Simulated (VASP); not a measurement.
Runs of VASP 6.6.1 on BN. The structure is that of space group P6_3mc (No. 186), or close to it. The cells are those of the table. 

```tsv
cell	gap on the mesh (eV)	pressure (GPa)	largest force (eV/Å)
a = 2.456, b = 2.456, c = 4.063 Å, angles 90.0, 90.0, 120.0°, 4 atoms	4.99	54.9	0.09
a = 2.501, b = 2.501, c = 4.136 Å, angles 90.0, 90.0, 120.0°, 4 atoms	5.10	(c)	0.04
a = 2.586, b = 2.586, c = 4.277 Å, angles 90.0, 90.0, 120.0°, 4 atoms	(a)	-12.5	0.03
a = 2.544, b = 2.544, c = 4.208 Å, angles 90.0, 90.0, 120.0°, 4 atoms	5.19	5.0	-
a = 2.626, b = 2.626, c = 4.344 Å, angles 90.0, 90.0, 120.0°, 4 atoms	5.31	(b)	0.06
```

Alike in all rows: task single point; level PBE; potentials or basis VASP PAW PBE potentials, release 64 (B, N); no spin polarisation; k mesh 6 × 6 × 4; cutoff (eV) 520; smearing gaussian 0.01 eV.

Task: Estimate the missing entries.

Result: (a) 5.26; (b) -26.4; (c) 27.0.

Caveats: all runs use coarse meshes.

A k mesh can miss the band edges.
